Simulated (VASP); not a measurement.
# SnO2 (P-1) in VASP: further runs

SnO2 is run at these levels: LDA; tasks: single point.

Everything below comes from runs of VASP 6.6.1. Logs are shortened: lines on timing, memory, paths and dates and some standing lists are left out, and cuts for length are marked.

**1. The cell of the first run**

The typed cell holds 6 atoms: a = 4.789 Å, b = 4.868 Å, c = 3.242 Å, α = 91.71°, β = 91.71°, γ = 91.71°.

**2. Single point, LDA**

Input file INCAR:

```
SYSTEM = SnO2
PREC = Accurate
ENCUT = 520
EDIFF = 1E-6
ISMEAR = 0
SIGMA = 0.05
LREAL = .False.
LASPH = .True.
NELM = 100
ALGO = Normal
ISIF = 2
LWAVE = .False.
LCHARG = .False.
GGA = CA
NBANDS = 35
```

Input file KPOINTS:

```
Automatic mesh
0
Gamma
  4 4 6
  0 0 0
```

Input file POSCAR:

```
SnO2
1.0
    4.7880040000     -0.0718200600     -0.0718200600
   -0.0729987300      4.8665820000     -0.0729987300
   -0.0486134700     -0.0486134700      3.2408980000
Sn O
2 4
Direct
    0.5000000000      0.5000000000      0.5000000000
    0.0000000000      0.0000000000      0.0000000000
    0.2918550000      0.3210420000      0.0000000000
    0.7918550000      0.1789580000      0.5000000000
    0.2081450000      0.8210420000      0.5000000000
    0.7081450000      0.6789580000      0.0000000000
```

Potentials or basis: VASP PAW LDA potentials, release 64 (Sn_d, O).

Started as:

```bash
cat potpaw_LDA.64/Sn_d/POTCAR potpaw_LDA.64/O/POTCAR > POTCAR
mpirun -np 1 vasp_std > vasp.out
```

OUTCAR:

```text
SYSTEM = SnO2
   PREC = Accurate
   ENCUT = 520
   EDIFF = 1E-6
   ISMEAR = 0
   LREAL = .False.
   LASPH = .True.
   NELM = 100
   ISIF = 2
   GGA = CA

 ion  position               nearest neighbor table
   1  0.500  0.500  0.500-   6 2.04   3 2.04   3 2.12   6 2.12   5 2.13   4 2.13   2 3.67   2 3.67

   2  0.000  0.000  0.000-   3 2.07   6 2.07   5 2.10   4 2.10   4 2.11   5 2.11   1 3.67   1 3.67

   3  0.292  0.321  0.000-   1 2.04   2 2.07   1 2.12
   4  0.792  0.179  0.500-   2 2.10   2 2.11   1 2.13
   5  0.208  0.821  0.500-   2 2.10   2 2.11   1 2.13
   6  0.708  0.679  0.000-   1 2.04   2 2.07   1 2.12

  LATTYP: Found a triclinic cell.
 ALAT       =     4.8676768578
 B/A-ratio  =     1.4235624129
 C/A-ratio  =     0.6659495309
 COS(alpha) =     0.0003375645
 COS(beta)  =     0.0297616073
 COS(gamma) =     0.7230319189

  Lattice vectors:

 A1 = (   0.0729987300,  -4.8665820000,   0.0729987300)
 A2 = (   4.8610027300,  -4.9384020600,   0.0011786700)
 A3 = (  -0.0486134700,  -0.0486134700,   3.2408980000)

Analysis of symmetry for initial positions (statically):
=====================================================================
 Subroutine PRICEL returns:
 Original cell was already a primitive cell.

 Routine SETGRP: Setting up the symmetry group for a
 triclinic supercell.

 Subroutine GETGRP returns: Found  2 space group operations
 (whereof  2 operations were pure point group operations)
 out of a pool of  2 trial point group operations.

The static configuration has the point symmetry S_2 .

Analysis of symmetry for dynamics (positions and initial velocities):
=====================================================================
 Subroutine PRICEL returns:
 Original cell was already a primitive cell.

 Routine SETGRP: Setting up the symmetry group for a
 triclinic supercell.

 Subroutine GETGRP returns: Found  2 space group operations
 (whereof  2 operations were pure point group operations)
 out of a pool of  2 trial point group operations.

The dynamic configuration has the point symmetry S_2 .

 Subroutine INISYM returns: Found  2 space group operations
 (whereof  2 operations are pure point group operations),
 and found     1 'primitive' translations

----------------------------------------------------------------------------------------

                                     Primitive cell

  volume of cell :      75.4654

  direct lattice vectors                    reciprocal lattice vectors
     4.788004000 -0.071820060 -0.071820060     0.208950757  0.003181991  0.003181991
    -0.072998730  4.866582000 -0.072998730     0.003130613  0.205576945  0.003130613
    -0.048613470 -0.048613470  3.240898000     0.004700977  0.004700977  0.308697485

  length of vectors
     4.789081180  4.867676858  3.241627120     0.208999208  0.205624614  0.308769065

  position of ions in fractional coordinates (direct lattice)
     0.500000000  0.500000000  0.500000000
     0.000000000  0.000000000  0.000000000
     0.291855000  0.321042000  1.000000000
     0.791855000  0.178958000  0.500000000
     0.208145000  0.821042000  0.500000000
     0.708145000  0.678958000  1.000000000

  ion indices of the primitive-cell ions
   primitive index   ion index
                 1           1
                 2           2
                 3           3
                 4           4
                 5           5
                 6           6

----------------------------------------------------------------------------------------

 KPOINTS: Automatic mesh

Automatic generation of k-mesh.
 Grid dimensions read from file:
 generate k-points for:    4    4    6

 Generating k-lattice:

  Cartesian coordinates                     Fractional coordinates (reciprocal lattice)
     0.052237689  0.000795498  0.000795498     0.250000000 -0.000000000  0.000000000
     0.000782653  0.051394236  0.000782653     0.000000000  0.250000000  0.000000000
     0.000783496  0.000783496  0.051449581    -0.000000000 -0.000000000  0.166666667

  Length of vectors
     0.052249802  0.051406154  0.051461511

  Shift w.r.t. Gamma in fractional coordinates (k-lattice)
     0.000000000  0.000000000  0.000000000

 Subroutine IBZKPT returns following result:
 ===========================================

 Found     52 irreducible k-points:

 Following reciprocal coordinates:
            Coordinates               Weight
  0.000000  0.000000  0.000000      1.000000
  0.250000  0.000000  0.000000      2.000000
  0.500000  0.000000  0.000000      1.000000
  0.000000  0.250000  0.000000      2.000000
  0.250000  0.250000  0.000000      2.000000
  0.500000  0.250000  0.000000      2.000000
[... 16 lines left out ...]
 -0.000000 -0.250000  0.166667      2.000000
  0.250000 -0.250000  0.166667      2.000000
 [... further k-points ...]
   k-points           NKPTS =     52   k-points in BZ     NKDIM =     52   number of bands    NBANDS=     35
   number of dos      NEDOS =    301   number of ions     NIONS =      6
   total plane-waves  NPLWV =  31104
   dimension x,y,z NGX =    36 NGY =   36 NGZ =   24
   dimension x,y,z NGXF=    72 NGYF=   72 NGZF=   48
   ions per type =               2   4
   NGX,Y,Z   is equivalent  to a cutoff of  12.50, 12.30, 12.31 a.u.
   NGXF,Y,Z  is equivalent  to a cutoff of  24.99, 24.59, 24.62 a.u.
 SYSTEM =  SnO2
   PREC   = accura    normal or accurate (medium, high low for compatibility)
   ISTART =      0    job   : 0-new  1-cont  2-samecut
   ICHARG =      2    charge: 1-file 2-atom 10-const
   ISPIN  =      1    spin polarized calculation?
   LNONCOLLINEAR =      F non collinear calculations
   LSORBIT =      F    spin-orbit coupling
   LASPH  =      T    aspherical Exc in radial PAW
   ENCUT  =  520.0 eV  38.22 Ry    6.18 a.u.   8.90  9.05  6.03*2*pi/ulx,y,z
   NELM   =    100;   NELMIN=  2; NELMDL= -5     # of ELM steps
   EDIFF  = 0.1E-05   stopping-criterion for ELM
   LREAL  =      F    real-space projection
   EDIFFG = 0.1E-04   stopping-criterion for IOM
   NSW    =      0    number of steps for IOM
   IBRION =     -1    ionic relax: 0-MD 1-quasi-New 2-CG
   NFREE  =      0    steps in history (QN), initial steepest desc. (CG)
   ISIF   =      2    stress and relaxation
   ISYM   =      2    0-nonsym 1-usesym 2-fastsym
   POTIM  = 0.5000    time-step for ionic-motion
   TEBEG  =    0.0;   TEEND  =   0.0 temperature during run
   PSTRESS=    0.0 pullay stress
   NELECT =      52.0000    total number of electrons
   NUPDOWN=      -1.0000    fix difference up-down
   EMIN   =  10.00;   EMAX   =-10.00  energy-range for DOS
   EFERMI =   0.00;   METHOD = LEGACY
   ISMEAR =     0;   SIGMA  =   0.05  broadening in eV -4-tet -1-fermi 0-gaus
   EFERMI_NEDOS =   21; number of points for ismear=-14 and -15
   IALGO  =     38    algorithm
   IMIX   =      4    mixing-type and parameters
     AMIX     =   0.40;   BMIX     =  1.00
     AMIX_MAG =   1.60;   BMIX_MAG =  1.00
  volume/ion in A,a.u.               =      12.58        84.88
  Fermi-wavevector in a.u.,A,eV,Ry     =   1.445973  2.732492 28.447557  2.090836
  Thomas-Fermi vector in A             =   2.564094
   LORBIT       =      0    0 simple, 1 ext, 2 COOP (PROOUT), +10 PAW based schemes
   GGA     = CA    functional components
   LHFCALC =     F    Hartree Fock is set to
   AEXX    =    0.0000 exact exchange contribution
   IVDW    =     0    specifies the selected vdW correction
   LEPSILON=     F    determine dielectric tensor
   LRPA    =     F    only Hartree local field effects (RPA)
 non-spin polarized calculation
 Gauss-broadening in eV      SIGMA  =   0.05
  energy-cutoff  :      520.00
  volume of cell :       75.47
 maximum number of plane-waves:      2048
   NGX = 17   NGY = 19   NGZ = 13

 number of electron      51.9999991 magnetization

 Free energy of the ion-electron system (eV)
  ---------------------------------------------------
  ext. energy  EPLUGINS =         0.00000000
  ---------------------------------------------------
  free energy    TOTEN  =       -42.05782632 eV

  energy without entropy =      -42.05782632  energy(sigma->0) =      -42.05782632

 E-fermi :   5.4308     XC(G=0): -11.5257

 val. band max:        5.1532177537   @ k =   0.0000   0.0000   0.0000
 cond. band min:       5.8581387397   @ k =   0.0000   0.0000   0.0000
 fundamental gap:      0.7049209860
 Fermi energy:         5.4308365563

 k-point     1 :       0.0000    0.0000    0.0000
  band No.  band energies     occupation
      1     -15.7130      2.00000
      2     -15.0547      2.00000
      3     -14.9166      2.00000
      4     -14.8587      2.00000
      5     -14.7661      2.00000
      6     -14.7458      2.00000
[... 27 lines left out ...]
     34      16.6997      0.00000
     35      17.0222      0.00000

 k-point     2 :       0.2500    0.0000    0.0000
  band No.  band energies     occupation
      1     -15.6317      2.00000
      2     -15.1425      2.00000
      3     -14.9145      2.00000
      4     -14.8761      2.00000
      5     -14.7598      2.00000
      6     -14.7559      2.00000
[... 27 lines left out ...]
     34      16.8257      0.00000
     35      17.2102      0.00000

 k-point     3 :       0.5000    0.0000    0.0000
  band No.  band energies     occupation
      1     -15.4644      2.00000
      2     -15.3351      2.00000
      3     -14.9128      2.00000
      4     -14.8879      2.00000
      5     -14.7719      2.00000
      6     -14.7503      2.00000
[... 27 lines left out ...]
     34      16.9440      0.00000
     35      17.2704      0.00000

 k-point     4 :       0.0000    0.2500    0.0000
  band No.  band energies     occupation
      1     -15.6320      2.00000
      2     -15.1429      2.00000
      3     -14.9143      2.00000
      4     -14.8763      2.00000
      5     -14.7596      2.00000
      6     -14.7564      2.00000
[... 27 lines left out ...]
     34      16.5454      0.00000
     35      17.0693      0.00000

 k-point     5 :       0.2500    0.2500    0.0000
  band No.  band energies     occupation
      1     -15.5393      2.00000
      2     -15.2815      2.00000
      3     -14.9092      2.00000
      4     -14.8757      2.00000
      5     -14.7717      2.00000
      6     -14.7599      2.00000
[... 638 lines left out ...]
 k-point    22 :      -0.2500    0.5000    0.1667
  band No.  band energies     occupation
      1     -15.3984      2.00000
      2     -15.3159      2.00000
      3     -15.0818      2.00000
      4     -14.9213      2.00000
      5     -14.8341      2.00000
      6     -14.7461      2.00000
[... 27 lines left out ...]
     34      16.6216      0.00000
     35      16.9792      0.00000

 k-point    23 :      -0.0000   -0.2500    0.1667
  band No.  band energies     occupation
      1     -15.5679      2.00000
      2     -15.1524      2.00000
      3     -14.9895      2.00000
      4     -14.9257      2.00000
      5     -14.8140      2.00000
      6     -14.7518      2.00000
[... 27 lines left out ...]
     34      16.5732      0.00000
     35      16.8612      0.00000

 k-point    24 :       0.2500   -0.2500    0.1667
  band No.  band energies     occupation
      1     -15.5316      2.00000
      2     -15.1336      2.00000
      3     -15.1123      2.00000
      4     -14.9139      2.00000
      5     -14.8120      2.00000
      6     -14.7515      2.00000
[... 27 lines left out ...]
     34      17.0088      0.00000
     35      17.1966      0.00000

 [... further k-points ...]
[... 5 lines left out ...]
  --------------------------------------------------------------------------------------
  -------------------------------------------------------------------------------------
  Total       -4.3581575     -4.4841574     -5.1273098      2.4663737      1.4035895      1.3937912
  in kB      -92.5264228    -95.2014802   -108.8560089     52.3626629     29.7990874     29.5910630
  external PRESSURE =     -98.8613040 kB  Pullay stress =       0.0000000 kB

 VOLUME and BASIS-vectors are now :
 -----------------------------------------------------------------------------
  energy-cutoff  :      520.00
  volume of cell :       75.47
      direct lattice vectors                 reciprocal lattice vectors
     4.788004000 -0.071820060 -0.071820060     0.208950757  0.003181991  0.003181991
    -0.072998730  4.866582000 -0.072998730     0.003130613  0.205576945  0.003130613
    -0.048613470 -0.048613470  3.240898000     0.004700977  0.004700977  0.308697485

 POSITION                                       TOTAL-FORCE (eV/Angst)
 -----------------------------------------------------------------------------------
      2.33320      2.37307      1.54804        -0.000000     -0.000000     -0.000000
      0.00000      0.00000      0.00000         0.000000     -0.000000     -0.000000
      1.37397      1.54142     -0.04440         0.139963      0.020552     -0.239812
      3.75403      0.78974      1.55051         0.146684      0.030109     -0.044246
      0.91236      3.95641      1.54556        -0.146684     -0.030109      0.044246
      3.34104      3.25335     -0.10042        -0.139963     -0.020552      0.239812
 -----------------------------------------------------------------------------------
    total drift:                                0.000000      0.000000      0.000000

  FREE ENERGIE OF THE ION-ELECTRON SYSTEM (eV)
  ---------------------------------------------------
  free  energy   TOTEN  =       -42.0578263181 eV

  energy  without entropy=      -42.0578263181  energy(sigma->0) =      -42.05782632
```

It took 1.8 min on 1 thread of Intel Xeon Platinum 8259CL at 2.50GHz (Skylake/Cascade Lake), shared host; peak memory 0.22 GiB.

Results:

```
Free energy            : -42.0578 eV
Pressure               : -9.9 GPa
Largest force          : 0.278 eV/Å
Band gap on the k mesh : 0.70 eV, direct
```

Forces in eV/Å, atoms in the order of the input:
```
Sn   0.000  0.000  0.000
Sn   0.000  0.000  0.000
O    0.140  0.021 -0.240
O    0.147  0.030 -0.044
O   -0.147 -0.030  0.044
O   -0.140 -0.021  0.240
```

Stress tensor (GPa, compression positive):
```
 -9.25   5.24   2.96
  5.24  -9.52   2.98
  2.96   2.98 -10.89
```

Levels at points of the mesh, in eV from the valence-band top:
| k point | band 24 | band 25 | band 26 | band 27 | band 28 | band 29 |
| --- | --- | --- | --- | --- | --- | --- |
| (0.00, 0.00, 0.00) | -0.73 | -0.54 | 0.00 | 0.70 | 5.53 | 5.75 |
| (0.50, 0.00, 0.00) | -1.04 | -0.47 | -0.40 | 3.63 | 3.82 | 6.30 |
| (0.00, 0.50, 0.00) | -1.02 | -0.58 | -0.54 | 3.79 | 3.97 | 6.73 |
| (0.50, 0.50, 0.00) | -1.13 | -0.91 | -0.57 | 4.10 | 4.28 | 6.89 |
| (0.00, 0.00, 0.50) | -1.40 | -1.26 | -0.86 | 5.43 | 5.50 | 8.99 |
| (0.50, 0.00, 0.50) | -0.81 | -0.71 | -0.66 | 5.69 | 5.84 | 7.31 |
| (0.00, 0.50, 0.50) | -0.92 | -0.72 | -0.54 | 5.61 | 5.73 | 7.06 |
| (0.50, 0.50, 0.50) | -0.84 | -0.80 | -0.48 | 4.17 | 4.32 | 8.22 |

Caveat: spin-orbit coupling is left out, which moves the levels of the heavy elements.

**3. Single point, LDA**

Input file INCAR:

```
SYSTEM = SnO2
PREC     = Accurate       ! precision mode
ENCUT    = 520            ! plane-wave cutoff, eV
EDIFF    = 1E-7           ! SCF threshold, eV
ISMEAR   = 0              ! smearing method
SIGMA    = 0.05           ! smearing width, eV
LREAL    = .FALSE.        ! projectors in reciprocal space
LASPH    = .TRUE.         ! aspherical terms in the spheres
NELM     = 60             ! most SCF steps
ALGO     = Normal         ! electronic algorithm
ISIF     = 2              ! what is computed and relaxed
LWAVE    = .FALSE.        ! write WAVECAR
LCHARG   = .TRUE.         ! write CHGCAR
LELF     = .TRUE.         ! ELF
LVHAR    = .TRUE.       
NBANDS   = 35             ! bands
```

Input file KPOINTS:

```
regular mesh
0
G
  4 4 6
  0 0 0
```

Changes to POSCAR since step 2:

```diff
@@ -2,5 +2,5 @@
 1.0
-    4.7880040000     -0.0718200600     -0.0718200600
-   -0.0729987300      4.8665820000     -0.0729987300
-   -0.0486134700     -0.0486134700      3.2408980000
+    4.7880040000      0.0718200600      0.0718200600
+    0.0729987300      4.8665820000      0.0729987300
+    0.0486134700      0.0486134700      3.2408980000
 Sn O
```

Potentials or basis: VASP PAW LDA potentials, release 64 (Sn_d, O).

Started as:

```bash
cat potpaw_LDA.64/Sn_d/POTCAR potpaw_LDA.64/O/POTCAR > POTCAR
mpirun -np 1 vasp_std > vasp.out
```

It took 1.8 min on 1 thread of Intel Xeon Platinum 8259CL at 2.50GHz (Skylake/Cascade Lake), shared host; peak memory 0.22 GiB.

It converged, with:

```yaml
Free_energy: -42.0625 eV
Pressure: -9.9 GPa
Largest_force: 0.229 eV/Å
Band_gap_on_the_k_mesh: 0.70 eV, direct
```

Forces on the atoms (eV/Å):
```
Sn   0.000  0.000  0.000
Sn   0.000  0.000  0.000
O    0.105 -0.069  0.191
O    0.185 -0.063  0.043
O   -0.185  0.063 -0.043
O   -0.105  0.069 -0.191
```

Stress tensor (GPa, compression positive):
```
 -9.25  -4.99  -2.74
 -4.99  -9.51  -2.76
 -2.74  -2.76 -10.94
```

Levels at points of the mesh, in eV from the valence-band top:
```tsv
k point	band 24	band 25	band 26	band 27	band 28	band 29
(0.00, 0.00, 0.00)	-0.72	-0.55	0.00	0.70	5.53	5.79
(0.50, 0.00, 0.00)	-1.05	-0.48	-0.39	3.61	3.84	6.33
(0.00, 0.50, 0.00)	-1.03	-0.57	-0.55	3.77	3.99	6.76
(0.50, 0.50, 0.00)	-1.14	-0.90	-0.58	4.07	4.31	6.94
(0.00, 0.00, 0.50)	-1.40	-1.26	-0.86	5.40	5.54	9.03
(0.50, 0.00, 0.50)	-0.80	-0.72	-0.67	5.66	5.88	7.29
(0.00, 0.50, 0.50)	-0.93	-0.71	-0.54	5.57	5.77	7.04
(0.50, 0.50, 0.50)	-0.90	-0.70	-0.52	4.14	4.35	8.20
```

Caveat: spin-orbit coupling is left out, which moves the levels of the heavy elements. Expect the measured gap to be larger: semilocal functionals such as LDA lack the derivative discontinuity.
